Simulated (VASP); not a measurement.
Crystal: Ru.

```
CELL_PARAMETERS angstrom
2.30725 0.00000 0.00000
-1.15362 1.99813 0.00000
0.00000 0.00000 3.69792
ATOMIC_POSITIONS crystal
Ru 0.33333 0.66667 0.25000
Ru 0.66667 0.33333 0.75000
```

Base run:

```yaml
Program: VASP 6.6.1
Functional: PBEsol
Potentials_or_basis: VASP PAW PBE potentials, release 64 (Ru_pv)
Cutoff: 520 eV
k_mesh: 18 × 18 × 10
Occupations: fermi-dirac, width 0.05 eV
Spin: no spin polarisation
```

Its results: band gap on the k mesh zero (band 14 reaches 26.44 eV, above the bottom of band 15 at 19.98 eV); pressure 435.5 GPa.

**Question.** The run is repeated on the same cell with these changes: potentials or basis from VASP PAW PBE potentials, release 64 (Ru_pv) to VASP PAW PBE potentials, release 64 (Ru_sv); cutoff from 520 eV to 600 eV; further incar settings from ALGO = Normal; EDIFF = 1e-07; NBANDS = 21 to ALGO = Normal; EDIFF = 1e-06; NBANDS = 23; valence electrons from 28 to 32. What comes out?

**Answer.** Band gap on the k mesh zero (band 16 reaches 30.07 eV, above the bottom of band 17 at 23.63 eV); pressure 427.3 GPa.

Caveats: the PAW data sets were made with another functional, which shifts forces and pressure a little.
